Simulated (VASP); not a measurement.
# MnS (Fm-3m) in VASP: a series of runs

The runs below take MnS through single point, with PBE.

All numbers are computed with VASP 6.6.1; they aren't measurements. Logs are shortened: lines on timing, memory, paths and dates and some standing lists are left out, and cuts for length are marked.

## (1) The cell of the first run

Symmetry: Fm-3m, No. 225, cubic system. Conventional cell: a = 5.095 Å, b = 5.095 Å, c = 5.095 Å, α = 90.00°, β = 90.00°, γ = 90.00°. Within 3.4 Å of Mn (site symmetry m-3m) lie 6 S at 2.55 Å. S (site symmetry m-3m) has 6 Mn at 2.55 Å within 3.4 Å.

## (2) Single point, PBE, collinear spin, ferromagnetic start

File INCAR:

```
PREC = Accurate
ENCUT = 520
EDIFF = 1E-7
ISMEAR = 0
SIGMA = 0.1
LREAL = False
LASPH = True
NELM = 150
ALGO = Normal
ISIF = 2
LWAVE = False
LCHARG = False
ISPIN = 2
MAGMOM = 4.42 0.14
LORBIT = 11
LMAXMIX = 4
GGA = PE
NBANDS = 20
```

File KPOINTS:

```
Automatic mesh
0
Gamma
  12 12 12
```

File POSCAR:

```
MnS
1.0
    3.6028533902      0.0000000000      0.0000000000
   -1.8014266951      3.1201625621      0.0000000000
    1.8014266951      1.0400541874      2.9417174747
Mn S
1 1
Direct
    0.0000000000      0.0000000000      0.0000000000
    0.0000000000      0.5000000000      0.5000000000
```

Potentials or basis: VASP PAW PBE potentials, release 64 (Mn_pv, S).

Command:

```bash
cat potpaw_PBE.64/Mn_pv/POTCAR potpaw_PBE.64/S/POTCAR > POTCAR
mpirun -np 1 vasp_std > vasp.out
```

OUTCAR:

```text
PREC = Accurate
   ENCUT = 520
   EDIFF = 1E-7
   ISMEAR = 0
   LREAL = False
   LASPH = True
   NELM = 150
   ISIF = 2
   ISPIN = 2
   LORBIT = 11
   GGA = PE

 ion  position               nearest neighbor table
   1  0.000  0.000  0.000-   2 2.55   2 2.55   2 2.55   2 2.55   2 2.55   2 2.55
   2  0.000  0.500  0.500-   1 2.55   1 2.55   1 2.55   1 2.55   1 2.55   1 2.55

  LATTYP: Found a face centered cubic cell.
 ALAT       =     5.0952041277

  Lattice vectors:

 A1 = (  -3.6028533902,   0.0000000000,   0.0000000000)
 A2 = (  -1.8014266951,   1.0400541874,   2.9417174747)
 A3 = (  -1.8014266951,   3.1201625621,   0.0000000000)

Analysis of symmetry for initial positions (statically):
=====================================================================
 Subroutine PRICEL returns:
 Original cell was already a primitive cell.

 Routine SETGRP: Setting up the symmetry group for a
 face centered cubic supercell.

 Subroutine GETGRP returns: Found 48 space group operations
 (whereof 48 operations were pure point group operations)
 out of a pool of 48 trial point group operations.

The static configuration has the point symmetry O_h .

Analysis of symmetry for dynamics (positions and initial velocities):
=====================================================================
 Subroutine PRICEL returns:
 Original cell was already a primitive cell.

 Routine SETGRP: Setting up the symmetry group for a
 face centered cubic supercell.

 Subroutine GETGRP returns: Found 48 space group operations
 (whereof 48 operations were pure point group operations)
 out of a pool of 48 trial point group operations.

The dynamic configuration has the point symmetry O_h .

Analysis of structural, dynamic, and magnetic symmetry:
=====================================================================
 Subroutine PRICEL returns:
 Original cell was already a primitive cell.

 Routine SETGRP: Setting up the symmetry group for a
 face centered cubic supercell.

 Subroutine GETGRP returns: Found 48 space group operations
 (whereof 48 operations were pure point group operations)
 out of a pool of 48 trial point group operations.

The overall configuration has the point symmetry O_h .

 Subroutine INISYM returns: Found 48 space group operations
 (whereof 48 operations are pure point group operations),
 and found     1 'primitive' translations

----------------------------------------------------------------------------------------

                                     Primitive cell

  volume of cell :      33.0693

  direct lattice vectors                    reciprocal lattice vectors
     3.602853390  0.000000000  0.000000000     0.277557783  0.160248061 -0.226624981
    -1.801426695  3.120162562  0.000000000     0.000000000  0.320496122 -0.113312490
     1.801426695  1.040054187  2.941717475     0.000000000  0.000000000  0.339937471

  length of vectors
     3.602853390  3.602853390  3.602853390     0.392525981  0.339937471  0.339937471

  position of ions in fractional coordinates (direct lattice)
     0.000000000  0.000000000  0.000000000
     0.000000000  0.500000000  0.500000000

  ion indices of the primitive-cell ions
   primitive index   ion index
                 1           1
                 2           2

----------------------------------------------------------------------------------------

 KPOINTS: Automatic mesh

Automatic generation of k-mesh.
 Grid dimensions read from file:
 generate k-points for:   12   12   12

 Generating k-lattice:

  Cartesian coordinates                     Fractional coordinates (reciprocal lattice)
     0.023129815  0.013354005 -0.018885415     0.083333333  0.000000000  0.000000000
     0.000000000  0.026708010 -0.009442708     0.000000000  0.083333333  0.000000000
     0.000000000  0.000000000  0.028328123     0.000000000  0.000000000  0.083333333

  Length of vectors
     0.032710498  0.028328123  0.028328123

  Shift w.r.t. Gamma in fractional coordinates (k-lattice)
     0.000000000  0.000000000  0.000000000

 Subroutine IBZKPT returns following result:
 ===========================================

 Found     72 irreducible k-points:

 Following reciprocal coordinates:
            Coordinates               Weight
  0.000000  0.000000  0.000000      1.000000
  0.083333  0.000000  0.000000      6.000000
  0.166667  0.000000  0.000000      6.000000
  0.250000 -0.000000  0.000000      6.000000
  0.333333  0.000000  0.000000      6.000000
  0.416667 -0.000000  0.000000      6.000000
[... 16 lines left out ...]
  0.166667  0.250000  0.000000     24.000000
  0.250000  0.250000  0.000000     24.000000
 [... further k-points ...]
   k-points           NKPTS =     72   k-points in BZ     NKDIM =     72   number of bands    NBANDS=     20
   number of dos      NEDOS =    301   number of ions     NIONS =      2
   total plane-waves  NPLWV =  21952
   dimension x,y,z NGX =    28 NGY =   28 NGZ =   28
   dimension x,y,z NGXF=    56 NGYF=   56 NGZF=   56
   ions per type =               1   1
   NGX,Y,Z   is equivalent  to a cutoff of  12.92, 12.92, 12.92 a.u.
   NGXF,Y,Z  is equivalent  to a cutoff of  25.84, 25.84, 25.84 a.u.
 SYSTEM =  unknown system
   PREC   = accura    normal or accurate (medium, high low for compatibility)
   ISTART =      0    job   : 0-new  1-cont  2-samecut
   ICHARG =      2    charge: 1-file 2-atom 10-const
   ISPIN  =      2    spin polarized calculation?
   LNONCOLLINEAR =      F non collinear calculations
   LSORBIT =      F    spin-orbit coupling
   LASPH  =      T    aspherical Exc in radial PAW
   ENCUT  =  520.0 eV  38.22 Ry    6.18 a.u.   6.70  6.70  6.70*2*pi/ulx,y,z
   NELM   =    150;   NELMIN=  2; NELMDL= -5     # of ELM steps
   EDIFF  = 0.1E-06   stopping-criterion for ELM
   LREAL  =      F    real-space projection
   EDIFFG = 0.1E-05   stopping-criterion for IOM
   NSW    =      0    number of steps for IOM
   IBRION =     -1    ionic relax: 0-MD 1-quasi-New 2-CG
   NFREE  =      0    steps in history (QN), initial steepest desc. (CG)
   ISIF   =      2    stress and relaxation
   ISYM   =      2    0-nonsym 1-usesym 2-fastsym
   POTIM  = 0.5000    time-step for ionic-motion
   TEBEG  =    0.0;   TEEND  =   0.0 temperature during run
   PSTRESS=    0.0 pullay stress
   NELECT =      19.0000    total number of electrons
   NUPDOWN=      -1.0000    fix difference up-down
   EMIN   =  10.00;   EMAX   =-10.00  energy-range for DOS
   EFERMI =   0.00;   METHOD = LEGACY
   ISMEAR =     0;   SIGMA  =   0.10  broadening in eV -4-tet -1-fermi 0-gaus
   EFERMI_NEDOS =   21; number of points for ismear=-14 and -15
   IALGO  =     38    algorithm
   IMIX   =      4    mixing-type and parameters
     AMIX     =   0.40;   BMIX     =  1.00
     AMIX_MAG =   1.60;   BMIX_MAG =  1.00
  volume/ion in A,a.u.               =      16.53       111.58
  Fermi-wavevector in a.u.,A,eV,Ry     =   1.360978  2.571876 25.201543  1.852261
  Thomas-Fermi vector in A             =   2.487594
   LORBIT       =     11    0 simple, 1 ext, 2 COOP (PROOUT), +10 PAW based schemes
   GGA     = PE    functional components
   LHFCALC =     F    Hartree Fock is set to
   AEXX    =    0.0000 exact exchange contribution
   IVDW    =     0    specifies the selected vdW correction
   LEPSILON=     F    determine dielectric tensor
   LRPA    =     F    only Hartree local field effects (RPA)
 spin polarized calculation
 Gauss-broadening in eV      SIGMA  =   0.10
  energy-cutoff  :      520.00
  volume of cell :       33.07
 maximum number of plane-waves:       911
   NGX = 13   NGY = 13   NGZ = 13

 number of electron      19.0000010 magnetization       4.4751972

 Free energy of the ion-electron system (eV)
  ---------------------------------------------------
  ext. energy  EPLUGINS =         0.00000000
  ---------------------------------------------------
  free energy    TOTEN  =       -14.08710515 eV

  energy without entropy =      -14.08152258  energy(sigma->0) =      -14.08431387

 E-fermi :   7.4593     XC(G=0): -10.9809

 val. band max:        7.4479305679   @ k =   0.2500   0.1667   0.0833
 cond. band min:       7.4651644329   @ k =   0.1667   0.4167   0.0833
 fundamental gap:      0.0172338651
 Fermi energy:         7.4593311461

 spin component 1

 k-point     1 :       0.0000    0.0000    0.0000
  band No.  band energies     occupation
      1     -43.1873      1.00000
      2     -43.1873      1.00000
      3     -43.1873      1.00000
      4      -7.6613      1.00000
      5       4.0194      1.00000
      6       4.0194      1.00000
[... 12 lines left out ...]
     19      19.4888      0.00000
     20      20.2214      0.00000

 k-point     2 :       0.0833    0.0000    0.0000
  band No.  band energies     occupation
      1     -43.1880      1.00000
      2     -43.1876      1.00000
      3     -43.1876      1.00000
      4      -7.5584      1.00000
      5       3.5167      1.00000
      6       3.9233      1.00000
[... 498 lines left out ...]
 k-point    24 :       0.2500    0.2500    0.0000
  band No.  band energies     occupation
      1     -43.1966      1.00000
      2     -43.1918      1.00000
      3     -43.1903      1.00000
      4      -6.0943      1.00000
      5       0.8314      1.00000
      6       2.1018      1.00000
[... 12 lines left out ...]
     19      23.0188      0.00000
     20      23.7899      0.00000

 [... further k-points ...]

 spin component 2

 k-point     1 :       0.0000    0.0000    0.0000
  band No.  band energies     occupation
      1     -38.8493      1.00000
      2     -38.8493      1.00000
      3     -38.8493      1.00000
      4      -7.3883      1.00000
      5       5.6204      1.00000
      6       5.6204      1.00000
[... 12 lines left out ...]
     19      20.5291      0.00000
     20      21.8586      0.00000

 k-point     2 :       0.0833    0.0000    0.0000
  band No.  band energies     occupation
      1     -38.8502      1.00000
      2     -38.8497      1.00000
      3     -38.8497      1.00000
      4      -7.2891      1.00000
      5       4.8206      1.00000
      6       5.3700      1.00000
[... 498 lines left out ...]
 k-point    24 :       0.2500    0.2500    0.0000
  band No.  band energies     occupation
      1     -38.8617      1.00000
      2     -38.8553      1.00000
      3     -38.8532      1.00000
      4      -5.8753      1.00000
      5       1.4153      1.00000
      6       2.9620      1.00000
[... 12 lines left out ...]
     19      23.5054      0.00000
     20      24.7010      0.00000

 [... further k-points ...]
[... 5 lines left out ...]
  --------------------------------------------------------------------------------------
  -------------------------------------------------------------------------------------
  Total       -0.0250140     -0.0250140     -0.0250140      0.0000000     -0.0000000     -0.0000000
  in kB       -1.2119064     -1.2119064     -1.2119064      0.0000000     -0.0000000     -0.0000000
  external PRESSURE =      -1.2119064 kB  Pullay stress =       0.0000000 kB

 VOLUME and BASIS-vectors are now :
 -----------------------------------------------------------------------------
  energy-cutoff  :      520.00
  volume of cell :       33.07
      direct lattice vectors                 reciprocal lattice vectors
     3.602853390  0.000000000  0.000000000     0.277557783  0.160248061 -0.226624981
    -1.801426695  3.120162562  0.000000000     0.000000000  0.320496122 -0.113312490
     1.801426695  1.040054187  2.941717475     0.000000000  0.000000000  0.339937471

 POSITION                                       TOTAL-FORCE (eV/Angst)
 -----------------------------------------------------------------------------------
      0.00000      0.00000      0.00000        -0.000000      0.000000      0.000000
      0.00000      2.08011      1.47086         0.000000     -0.000000      0.000000
 -----------------------------------------------------------------------------------
    total drift:                               -0.000000     -0.000000     -0.000000

  FREE ENERGIE OF THE ION-ELECTRON SYSTEM (eV)
  ---------------------------------------------------
  free  energy   TOTEN  =       -14.0871051540 eV

  energy  without entropy=      -14.0815225777  energy(sigma->0) =      -14.08431387

 total charge

# of ion       s       p       d       tot
------------------------------------------
    1        0.226   6.182   4.965  11.374
    2        1.328   2.409   0.000   3.737
--------------------------------------------------
tot          1.554   8.591   4.965  15.111

 magnetization (x)

# of ion       s       p       d       tot
------------------------------------------
    1        0.052   0.041   3.994   4.088
    2        0.027   0.056   0.000   0.083
--------------------------------------------------
tot          0.079   0.097   3.994   4.170
```

Wall time 76 s (1 thread of Intel Xeon Platinum 8488C (Sapphire Rapids), shared host); peak memory 0.22 GiB.

Results:

```yaml
Free_energy: -14.0871 eV
Pressure: -0.1 GPa
Net_moment: 4.48 μB per cell
Site_moments: Mn +4.09; S +0.08 μB
Valence_electrons_inside_the_program's_atomic_spheres: Mn 11.37; S 3.74
```

Caveat: a cell with one magnetic atom can't hold antiferromagnetic order, which such compounds often take; semilocal functionals often make such compounds metallic where correlation or magnetic order opens a gap, which also shifts bond lengths. With open d or f shells a metallic result of PBE can be an artefact of self-interaction; +U or a hybrid may open a gap.

## (3) Single point, PBE, collinear spin, ferromagnetic start

File INCAR:

```
SYSTEM = MnS
ALGO = Normal
EDIFF = 1E-7
ENCUT = 520
GGA = PE
ISIF = 2
ISMEAR = 0
ISPIN = 2
LASPH = .True.
LCHARG = .False.
LMAXMIX = 4
LORBIT = 11
LREAL = .False.
LWAVE = .False.
MAGMOM = 4.6 0.15
NBANDS = 20
NELM = 150
PREC = Accurate
SIGMA = 0.1
```

File KPOINTS:

```
k-points
0
Gamma
  14 14 14
  0 0 0
```

File POSCAR:

```
MnS
1.0
    0.0000000000      2.5476020649      2.5476020649
    2.5476020649      0.0000000000      2.5476020649
    2.5476020649      2.5476020649      0.0000000000
Mn S
1 1
Direct
    0.0000000000      0.0000000000      0.0000000000
    0.5000000000      0.5000000000      0.5000000000
```

Potentials or basis: VASP PAW PBE potentials, release 64 (Mn_pv, S).

Command:

```bash
cat potpaw_PBE.64/Mn_pv/POTCAR potpaw_PBE.64/S/POTCAR > POTCAR
mpirun -np 1 vasp_std > vasp.out
```

Wall time 1.9 min (1 thread of Intel Xeon Platinum 8488C (Sapphire Rapids), shared host); peak memory 0.24 GiB.

Results (log left out):

| Quantity | Value |
| --- | --- |
| Free energy | -14.0891 eV |
| Pressure | 0.0 GPa |
| Net moment | 4.49 μB per cell |
| Site moments | Mn +4.09; S +0.08 μB |
| Valence electrons inside the program's atomic spheres | Mn 11.37; S 3.74 |

Levels at points of the mesh, in eV from the Fermi level:
Spin up:
| k point | band 9 | band 10 | band 11 | band 12 | band 13 | band 14 | band 15 | band 16 |
| --- | --- | --- | --- | --- | --- | --- | --- | --- |
| (0.00, 0.00, 0.00) | -3.32 | -2.01 | -2.01 | -2.01 | 2.19 | 8.70 | 8.70 | 8.70 |
| (0.50, 0.00, 0.00) | -2.81 | -2.40 | 0.60 | 0.60 | 2.83 | 5.40 | 5.40 | 9.27 |
| (0.50, 0.50, 0.00) | -3.03 | -2.65 | -2.65 | -2.10 | 0.98 | 5.53 | 10.69 | 12.59 |
Spin down:
```csv
k point,band 4,band 5,band 6,band 7,band 8,band 9,band 10,band 11
"(0.00, 0.00, 0.00)",-14.82,-1.81,-1.81,-1.81,0.06,0.06,0.06,0.15
"(0.50, 0.00, 0.00)",-13.38,-6.88,-3.70,-3.70,1.15,1.15,1.37,3.30
"(0.50, 0.50, 0.00)",-13.21,-6.02,-3.45,-3.45,-1.17,0.62,1.42,1.42
```

Caveat: a cell with one magnetic atom can't hold antiferromagnetic order, which such compounds often take; semilocal functionals often make such compounds metallic where correlation or magnetic order opens a gap, which also shifts bond lengths. With open d or f shells a metallic result of PBE can be an artefact of self-interaction; +U or a hybrid may open a gap.
